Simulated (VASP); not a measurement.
A run of VASP 6.6.1:

INCAR

```
SYSTEM = Ni
PREC     = Accurate       ! precision mode
ENCUT    = 690            ! plane-wave cutoff, eV
EDIFF    = 1E-6           ! SCF threshold, eV
ISMEAR   = 0              ! smearing method
SIGMA    = 0.1            ! smearing width, eV
LREAL    = .FALSE.        ! projectors in reciprocal space
LASPH    = .TRUE.         ! aspherical terms in the spheres
NELM     = 200            ! most SCF steps
ALGO     = Normal         ! electronic algorithm
ISIF     = 2              ! what is computed and relaxed
LWAVE    = .FALSE.        ! write WAVECAR
LCHARG   = .FALSE.        ! write CHGCAR
ISPIN    = 2              ! spin polarisation
MAGMOM   = 0.2            ! initial moments
LORBIT   = 11             ! projections on sites
LMAXMIX  = 4              ! l up to which the mixer works
GGA      = CA             ! functional
NBANDS   = 19             ! bands
GGA_COMPAT= .FALSE.
```

The input KPOINTS:

```
regular mesh
0
G
  12 12 12
  0 0 0
```

POSCAR

```
Ni
1.0
    0.0000000000      1.7683500000      1.7683500000
    1.7683500000      0.0000000000      1.7683500000
    1.7683500000      1.7683500000      0.0000000000
Ni
1
Direct
    0.0000000000      0.0000000000      0.0000000000
```

Potentials or basis: VASP PAW LDA potentials, release 64 (Ni_sv_GW).

The run is started by

```console
$ cat potpaw_LDA.64/Ni_sv_GW/POTCAR > POTCAR
$ mpirun -np 1 vasp_std > vasp.out
```

Hardware: 1 thread of Intel(R) Xeon(R) Platinum 8488C (Sapphire Rapids), on a shared host.

Question: Estimate the wall time of this run.

Answer: It took 28 s on 1 thread of Intel(R) Xeon(R) Platinum 8488C (Sapphire Rapids), with other jobs on the host, peak memory 0.17 GiB. Counts: scf iterations 14, k points 72.
